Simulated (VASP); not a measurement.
Runs of VASP 6.6.1 on CdI2. The structure is that of space group P-3m1 (No. 164), or close to it. The cells are those of the table. 

| cell | gap on the mesh (eV) | pressure (GPa) | largest force (eV/Å) |
| --- | --- | --- | --- |
| a = 4.032, b = 4.032, c = 7.030 Å, angles 90.0, 90.0, 120.0°, 3 atoms | 2.19 | 3.8 | 0.48 |
| a = 4.032, b = 4.032, c = 7.202 Å, angles 90.0, 90.0, 120.0°, 3 atoms | (b) | (c) | 0.24 |
| a = 4.350, b = 4.350, c = 7.202 Å, angles 90.0, 90.0, 120.0°, 3 atoms | 2.17 | (d) | 0.39 |
| a = 4.350, b = 4.350, c = 6.688 Å, angles 90.0, 90.0, 120.0°, 3 atoms | 2.22 | -0.4 | 0.10 |
| a = 4.350, b = 4.350, c = 6.859 Å, angles 90.0, 90.0, 120.0°, 3 atoms | 2.27 | -1.2 | 0.07 |
| a = 4.456, b = 4.456, c = 6.688 Å, angles 90.0, 90.0, 120.0°, 3 atoms | 1.92 | (a) | 0.09 |
| a = 4.244, b = 4.244, c = 6.688 Å, angles 90.0, 90.0, 120.0°, 3 atoms | 2.45 | 1.3 | 0.34 |
| a = 4.032, b = 4.032, c = 6.516 Å, angles 90.0, 90.0, 120.0°, 3 atoms | 2.46 | 8.3 | 1.28 |
| a = 4.456, b = 4.456, c = 7.202 Å, angles 90.0, 90.0, 120.0°, 3 atoms | 2.03 | -3.2 | 0.52 |
| a = 4.032, b = 4.032, c = 6.688 Å, angles 90.0, 90.0, 120.0°, 3 atoms | 2.39 | 6.6 | 1.00 |
| a = 4.456, b = 4.456, c = 6.516 Å, angles 90.0, 90.0, 120.0°, 3 atoms | 1.84 | -1.2 | 0.07 |
| a = 4.244, b = 4.244, c = 6.516 Å, angles 90.0, 90.0, 120.0°, 3 atoms | 2.40 | 2.4 | 0.55 |

Alike in all rows: task single point; level PBE+D3(BJ); potentials or basis VASP PAW PBE potentials, release 64 (Cd, I); no spin polarisation; k mesh 9 × 9 × 4; cutoff (eV) 500; smearing gaussian 0.05 eV.

**Question.** Estimate the missing entries.

**Answer.** (a) -1.8; (b) 2.08; (c) 2.7; (d) -2.3.

Caveats: spin-orbit coupling is left out, which moves the levels of the heavy elements; an odd mesh through Γ misses points on the zone boundary, where band edges can lie; the cell stands under pressure (at least some runs); forces of over 1 eV/Å act on the atoms, so gaps and moduli don't describe the material at rest (at least some runs); the cell stands under tension (at least some runs).

A k mesh can miss the band edges, and the runs leave out spin-orbit coupling on Cd, I.
